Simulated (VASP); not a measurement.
**Ta5Si: single point with PBE**

Ta5Si:

```xyz
6
Lattice="4.7273 0.0000 0.0000 -2.3636 4.0939 0.0000 0.0000 0.0000 5.5035" Properties=species:S:1:pos:R:3 pbc="T T T"
Ta    0.0000    2.7293    1.4157
Ta    0.0000    2.7293    4.0877
Ta    2.3636    1.3646    4.0877
Ta    2.3636    1.3646    1.4157
Ta    0.0000    0.0000    2.7517
Si    0.0000    0.0000    0.0000
```

The cell was built from a structure type or drawn by symmetry, and may not be a known phase.

```yaml
Program: VASP 6.6.1
Task: single point
Functional: PBE
Potentials_or_basis: VASP PAW PBE potentials, release 64 (Ta_pv, Si)
Cutoff: 520 eV
k_mesh: 6 × 6 × 2
Occupations: gaussian, width 0.1 eV
Spin: no spin polarisation
```

```yaml
Pressure: 0.2 GPa
Band_gap_on_the_k_mesh: zero (an odd number of electrons rules out a gap without spin polarisation)
```

Forces in eV/Å, atoms in the order of the input:
```
Ta   0.000  0.000 -0.002
Ta   0.000  0.000  0.002
Ta   0.000  0.000  0.002
Ta   0.000  0.000 -0.002
Ta   0.000  0.000  0.000
Si   0.000  0.000  0.000
```

Levels at points of the mesh, in eV from the Fermi level:
| k point | band 26 | band 27 | band 28 | band 29 | band 30 | band 31 | band 32 | band 33 | band 34 | band 35 |
| --- | --- | --- | --- | --- | --- | --- | --- | --- | --- | --- |
| (0.00, 0.00, 0.00) | -2.36 | -1.03 | -1.03 | -0.54 | -0.54 | 0.94 | 0.98 | 0.98 | 1.52 | 1.52 |
| (0.50, 0.00, 0.00) | -2.04 | -2.01 | -1.11 | -1.01 | -0.82 | 0.83 | 0.97 | 1.23 | 1.86 | 2.21 |
| (0.00, 0.00, 0.50) | -1.45 | -1.45 | -0.38 | 0.27 | 0.27 | 0.48 | 0.61 | 0.61 | 0.87 | 1.01 |
| (0.50, 0.00, 0.50) | -1.55 | -1.46 | -1.01 | -0.81 | -0.06 | 0.32 | 0.77 | 1.23 | 1.75 | 1.83 |

Wall time 110 s on 1 thread of Intel Xeon 8259CL, with other jobs on the host, peak memory 0.24 GiB.

Caveat: the k points lie up to 0.57 Å⁻¹ apart, too coarse for converged energies and pressures of a metal; spin-orbit coupling is left out, which moves the levels of the heavy elements.
